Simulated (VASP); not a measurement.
# In3Se (Pm-3m) in VASP: notebook, part 2 of 2

VASP 6.6.1. Earlier steps stand in the parts before.

## (3) Single point, PBEsol

This run uses another cell than the first one, of 25.44 Å³/atom, 1.031 times its volume.

Contents of INCAR:

```
PREC = Accurate ; ENCUT = 520
EDIFF = 1E-7 ; ISMEAR = 0
SIGMA = 0.1 ; LREAL = False
LASPH = True ; NELM = 60
ALGO = Normal ; ISIF = 2
LWAVE = False ; LCHARG = True
GGA = PS ; LELF = True
LVHAR = True ; NBANDS = 30
```

Contents of KPOINTS:

```
Automatic mesh
0
Gamma
  10 10 10
```

Contents of POSCAR:

```
In3Se
1.0
    4.6684208928      0.0000000000      0.0000000000
    0.0000000000      4.6684208928      0.0000000000
    0.0000000000      0.0000000000      4.6684208928
In Se
3 1
Direct
    0.0000000000      0.5000000000      0.5000000000
    0.5000000000      0.0000000000      0.5000000000
    0.5000000000      0.5000000000      0.0000000000
    0.0000000000      0.0000000000      0.0000000000
```

Potentials or basis: VASP PAW PBE potentials, release 64 (In_d, Se).

Started as:

```sh
$ cat potpaw_PBE.64/In_d/POTCAR potpaw_PBE.64/Se/POTCAR > POTCAR
$ mpirun -np 1 vasp_std > vasp.out
```

Wall time 2 min (1 thread of Intel Xeon Platinum 8259CL at 2.50GHz (Skylake/Cascade Lake), shared host); peak memory 0.29 GiB.

It converged, with:

```
Free energy : -13.2465 eV
Pressure    : 0.0 GPa
```

Levels at points of the mesh, in eV from the Fermi level:
| k point | band 18 | band 19 | band 20 | band 21 | band 22 | band 23 | band 24 | band 25 | band 26 | band 27 |
| --- | --- | --- | --- | --- | --- | --- | --- | --- | --- | --- |
| (0.00, 0.00, 0.00) | -3.58 | -3.58 | -3.58 | -2.06 | -2.06 | 1.23 | 1.23 | 1.23 | 4.42 | 4.42 |
| (0.50, 0.00, 0.00) | -5.03 | -2.66 | -2.66 | -1.37 | -1.06 | -0.19 | -0.19 | 1.29 | 4.05 | 4.05 |
| (0.50, 0.50, 0.00) | -6.24 | -5.97 | -2.09 | -0.96 | -0.54 | -0.54 | 1.63 | 1.78 | 1.78 | 2.00 |
| (0.50, 0.50, 0.50) | -4.58 | -4.58 | -4.37 | -4.37 | -4.37 | -3.49 | 3.32 | 3.32 | 3.32 | 8.49 |

Caveat: the PAW data sets were made with another functional, which shifts forces and pressure a little; spin-orbit coupling is left out, which moves the levels of the heavy elements.

## (4) Single point, PBEsol

This run uses another cell than the first one, of 25.44 Å³/atom, 1.031 times its volume.

Contents of INCAR:

```
SYSTEM = In3Se
PREC = Accurate ; ENCUT = 520
EDIFF = 1E-7 ; ISMEAR = 0
SIGMA = 0.1 ; LREAL = .False.
LASPH = .True. ; NELM = 80
ALGO = Normal ; ISIF = 2
LWAVE = .False. ; LCHARG = .False.
GGA = PS ; NBANDS = 30
```

Contents of KPOINTS:

```
Automatic mesh
0
Gamma
  10 10 10
  0 0 0
```

Contents of POSCAR:

```
In3Se
1.0
    4.6684208675      0.0000000000      0.0000000000
    0.0000000000      4.6684208675      0.0000000000
    0.0000000000      0.0000000000      4.6684208675
In Se
3 1
Direct
    0.0000000000      0.5000000000      0.5000000000
    0.5000000000      0.0000000000      0.5000000000
    0.5000000000      0.5000000000      0.0000000000
    0.0000000000      0.0000000000      0.0000000000
```

Potentials or basis: VASP PAW PBE potentials, release 64 (In_d, Se).

Started as:

```sh
$ cat potpaw_PBE.64/In_d/POTCAR potpaw_PBE.64/Se/POTCAR > POTCAR
$ mpirun -np 1 vasp_std > vasp.out
```

OUTCAR:

```text
SYSTEM = In3Se
   PREC = Accurate
   ENCUT = 520
   EDIFF = 1E-7
   ISMEAR = 0
   LREAL = .False.
   LASPH = .True.
   NELM = 80
   ISIF = 2
   GGA = PS

 ion  position               nearest neighbor table
   1  0.000  0.500  0.500-   2 3.30   3 3.30   4 3.30   3 3.30   4 3.30   2 3.30   4 3.30   4 3.30
                             2 3.30   3 3.30   3 3.30   2 3.30
   2  0.500  0.000  0.500-   1 3.30   3 3.30   4 3.30   3 3.30   4 3.30   1 3.30   3 3.30   3 3.30
                             1 3.30   4 3.30   4 3.30   1 3.30
   3  0.500  0.500  0.000-   1 3.30   2 3.30   4 3.30   1 3.30   2 3.30   2 3.30   4 3.30   2 3.30
                             1 3.30   4 3.30   1 3.30   4 3.30
   4  0.000  0.000  0.000-   1 3.30   2 3.30   3 3.30   1 3.30   2 3.30   1 3.30   3 3.30   1 3.30
[... 997 lines left out ...]
  Total       -0.0120828     -0.0120828     -0.0120828     -0.0000000      0.0000000     -0.0000000
  in kB       -0.1902697     -0.1902697     -0.1902697     -0.0000000      0.0000000     -0.0000000
  external PRESSURE =      -0.1902697 kB  Pullay stress =       0.0000000 kB

 VOLUME and BASIS-vectors are now :
 -----------------------------------------------------------------------------
  energy-cutoff  :      520.00
  volume of cell :      101.74
      direct lattice vectors                 reciprocal lattice vectors
     4.668420868  0.000000000  0.000000000     0.214205195  0.000000000  0.000000000
     0.000000000  4.668420868  0.000000000     0.000000000  0.214205195  0.000000000
     0.000000000  0.000000000  4.668420868     0.000000000  0.000000000  0.214205195

 POSITION                                       TOTAL-FORCE (eV/Angst)
 -----------------------------------------------------------------------------------
      0.00000      2.33421      2.33421         0.000000      0.000000      0.000000
      2.33421      0.00000      2.33421         0.000000      0.000000      0.000000
      2.33421      2.33421      0.00000         0.000000      0.000000      0.000000
      0.00000      0.00000      0.00000         0.000000      0.000000      0.000000
 -----------------------------------------------------------------------------------
    total drift:                                0.000000      0.000000      0.000000

  FREE ENERGIE OF THE ION-ELECTRON SYSTEM (eV)
  ---------------------------------------------------
  free  energy   TOTEN  =       -13.2465143969 eV

  energy  without entropy=      -13.2368902582  energy(sigma->0) =      -13.24170233
```

stdout:

```text
POSCAR found type information on POSCAR InSe
 POSCAR found :  2 types and       4 ions
 scaLAPACK will be used
 -----------------------------------------------------------------------------
|                                                                             |
|                                                                             |
|     You enforced a specific xc type in the INCAR file but a different       |
|     I HOPE YOU KNOW WHAT YOU ARE DOING!                                     |
|                                                                             |
 -----------------------------------------------------------------------------

 LDA part: xc-table for (Slater+PW92), standard interpolation
 POSCAR, INCAR and KPOINTS ok, starting setup
 FFT: planning ... GRIDC
 FFT: planning ... GRID_SOFT
 FFT: planning ... GRID
 WAVECAR not read
 entering main loop
```

It took 1.9 min on 1 thread of Intel Xeon Platinum 8259CL at 2.50GHz (Skylake/Cascade Lake), shared host; peak memory 0.29 GiB.

What came out:

| Item | Value |
| --- | --- |
| Free energy | -13.2465 eV |
| Pressure | 0.0 GPa |

Caveat: the PAW data sets were made with another functional, which shifts forces and pressure a little; spin-orbit coupling is left out, which moves the levels of the heavy elements.

## (5) Single point, PBE

This run uses another cell than the first one, of 27.48 Å³/atom, 1.114 times its volume.

Contents of INCAR:

```
SYSTEM = In3Se
PREC = Accurate ; ENCUT = 520
EDIFF = 1E-7 ; ISMEAR = 0
SIGMA = 0.1 ; LREAL = .False.
LASPH = .True. ; NELM = 60
ALGO = Normal ; ISIF = 2
LWAVE = .False. ; LCHARG = .True.
GGA = PE ; LELF = .True.
LVHAR = .True. ; NBANDS = 30
```

Contents of KPOINTS:

```
regular mesh
0
Gamma
  10 10 10
  0 0 0
```

Contents of POSCAR:

```
In3Se
1.0
    4.7904425265      0.0000000000      0.0000000000
    0.0000000000      4.7904425265      0.0000000000
    0.0000000000      0.0000000000      4.7904425265
In Se
3 1
Direct
    0.0000000000      0.5000000000      0.5000000000
    0.5000000000      0.0000000000      0.5000000000
    0.5000000000      0.5000000000      0.0000000000
    0.0000000000      0.0000000000      0.0000000000
```

Started as:

```sh
$ cat potpaw_PBE.64/In_d/POTCAR potpaw_PBE.64/Se/POTCAR > POTCAR
$ mpirun -np 1 vasp_std > vasp.out
```

It took 2.1 min on 1 thread of Intel Xeon Platinum 8259CL at 2.50GHz (Skylake/Cascade Lake), shared host; peak memory 0.3 GiB.

It converged, with:

* Free energy: -11.6852 eV
* Pressure: -0.1 GPa

Levels at points of the mesh, in eV from the Fermi level:
| k point | band 19 | band 20 | band 21 | band 22 | band 23 | band 24 | band 25 | band 26 |
| --- | --- | --- | --- | --- | --- | --- | --- | --- |
| (0.00, 0.00, 0.00) | -3.25 | -3.25 | -2.18 | -2.18 | 1.16 | 1.16 | 1.16 | 4.24 |
| (0.50, 0.00, 0.00) | -2.44 | -2.44 | -1.63 | -1.02 | -0.07 | -0.07 | 1.43 | 3.75 |
| (0.50, 0.50, 0.00) | -5.69 | -1.94 | -0.82 | -0.67 | -0.67 | 1.43 | 1.81 | 1.81 |
| (0.50, 0.50, 0.50) | -4.32 | -4.16 | -4.16 | -4.16 | -3.19 | 3.06 | 3.06 | 3.06 |

Caveat: spin-orbit coupling is left out, which moves the levels of the heavy elements.

## (6) Single point, PBEsol+D3(BJ)

This run uses another cell than the first one, of 27.71 Å³/atom, 1.123 times its volume.

Contents of INCAR:

```
PREC     = Accurate       # precision mode
ENCUT    = 520            # plane-wave cutoff, eV
EDIFF    = 1E-6           # SCF threshold, eV
ISMEAR   = 0              # smearing method
SIGMA    = 0.1            # smearing width, eV
LREAL    = F              # projectors in reciprocal space
LASPH    = T              # aspherical terms in the spheres
NELM     = 60             # most SCF steps
ALGO     = Normal         # electronic algorithm
ISIF     = 2              # what is computed and relaxed
LWAVE    = F              # write WAVECAR
LCHARG   = F              # write CHGCAR
GGA      = PS             # functional
IVDW     = 12             # dispersion correction
NBANDS   = 30             # bands
```

Contents of KPOINTS:

```
Automatic mesh
0
Gamma
  10 10 10
```

Contents of POSCAR:

```
In3Se
1.0
    4.8037580000      0.0000000000      0.0000000000
    0.0000000000      4.8037580000      0.0000000000
    0.0000000000      0.0000000000      4.8037580000
In Se
3 1
Direct
    0.0000000000      0.5000000000      0.5000000000
    0.5000000000      0.0000000000      0.5000000000
    0.5000000000      0.5000000000      0.0000000000
    0.0000000000      0.0000000000      0.0000000000
```

Potentials or basis: VASP PAW PBE potentials, release 64 (In_d, Se).

Started as:

```sh
$ cat potpaw_PBE.64/In_d/POTCAR potpaw_PBE.64/Se/POTCAR > POTCAR
$ mpirun -np 1 vasp_std > vasp.out
```

Run time: 1.8 min. Hardware: 1 thread of Intel Xeon Platinum 8259CL at 2.50GHz (Skylake/Cascade Lake), shared host; peak memory 0.31 GiB.

The run converged. Its results:

| Property | Result |
| --- | --- |
| Free energy | -14.4386 eV |
| Pressure | -4.9 GPa |
| Dispersion energy per atom | -0.320 eV |

Levels at points of the mesh, in eV from the Fermi level:
```
           k point  band 19  band 20  band 21  band 22  band 23  band 24  band 25  band 26
(0.00, 0.00, 0.00)    -3.21    -3.21    -2.20    -2.20     1.17     1.17     1.17     4.21
(0.50, 0.00, 0.00)    -2.39    -2.39    -1.66    -0.99    -0.07    -0.07     1.42     3.72
(0.50, 0.50, 0.00)    -5.66    -1.89    -0.83    -0.65    -0.65     1.41     1.80     1.80
(0.50, 0.50, 0.50)    -4.31    -4.11    -4.11    -4.11    -3.16     3.04     3.04     3.04
```

Caveat: three body term missing; the PAW data sets were made with another functional, which shifts forces and pressure a little; spin-orbit coupling is left out, which moves the levels of the heavy elements; pairwise dispersion overbinds metals, which lowers pressure and volume.

## (7) Summary

| level | cell | gap on the mesh (eV) | pressure (GPa) |
| --- | --- | --- | --- |
| PBEsol+D4 | a = 4.621 Å, 4 atoms | none | 0.0 |
| PBEsol | a = 4.668 Å, 4 atoms | none | 0.0 |
| PBE | a = 4.790 Å, 4 atoms | none | -0.1 |
| PBEsol+D3(BJ) | a = 4.804 Å, 4 atoms | none | -4.9 |

Alike in all rows: task single point; potentials or basis VASP PAW PBE potentials, release 64 (In_d, Se); no spin polarisation; k mesh 10 × 10 × 10; cutoff (eV) 520; smearing gaussian 0.1 eV.

Caveats: spin-orbit coupling is left out, which moves the levels of the heavy elements; the PAW data sets were made with another functional, which shifts forces and pressure a little (some runs); pairwise dispersion overbinds metals, which lowers pressure and volume (some runs); three body term missing (some runs).

Total energies depend on the potentials used, so only differences within one code and one set of settings carry meaning.
